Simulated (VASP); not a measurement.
Runs of VASP 6.6.1 on Rh. The structure is that of space group Im-3m (No. 229), or close to it. The cells are those of the table. 

```tsv
task	cell	k mesh	cutoff (eV)	gap on the mesh (eV)	pressure (GPa)	moment (μB)
single point	a = 2.576 Å, angles 109.5°, 1 atom	16 × 16 × 16	520	none	25.0	0.67
single point	a = 2.717 Å, angles 109.5°, 1 atom	16 × 16 × 16	520	none	-12.8	1.16
relaxation of cell and atoms	relaxed from a = 2.614 Å, angles 109.5°, 1 atom	15 × 15 × 15	600	none	-0.1	0.93
single point	a = 2.649 Å, angles 109.5°, 1 atom	15 × 15 × 15	520	none	(a)	0.93
single point	a = 2.613 Å, angles 109.5°, 1 atom	16 × 16 × 16	520	none	(c)	(d)
single point	a = 2.649 Å, angles 109.5°, 1 atom	24 × 24 × 24	520	none	0.7	0.87
single point	a = 2.751 Å, angles 109.5°, 1 atom	16 × 16 × 16	520	none	-15.9	1.41
single point	a = 2.538 Å, angles 109.5°, 1 atom	16 × 16 × 16	520	none	43.1	(b)
single point	a = 2.649 Å, angles 109.5°, 1 atom	16 × 16 × 16	520	none	-0.1	0.76
single point	a = 2.684 Å, angles 109.5°, 1 atom	16 × 16 × 16	520	none	-8.4	0.84
```

Alike in all rows: level r2SCAN; potentials or basis VASP PAW PBE potentials, release 64 (Rh_pv); spin collinear, ferromagnetic start; smearing fermi-dirac 0.05 eV.

Q: Fill in the values left out.

A: (a) 1.1; (b) 0.62; (c) 10.9; (d) 0.72.

Caveats: the PAW data sets were made with another functional, which shifts forces and pressure a little.

A k mesh can miss the band edges, and the runs leave out spin-orbit coupling on Rh.

A gap of «none» marks levels without a gap at the run's occupations.
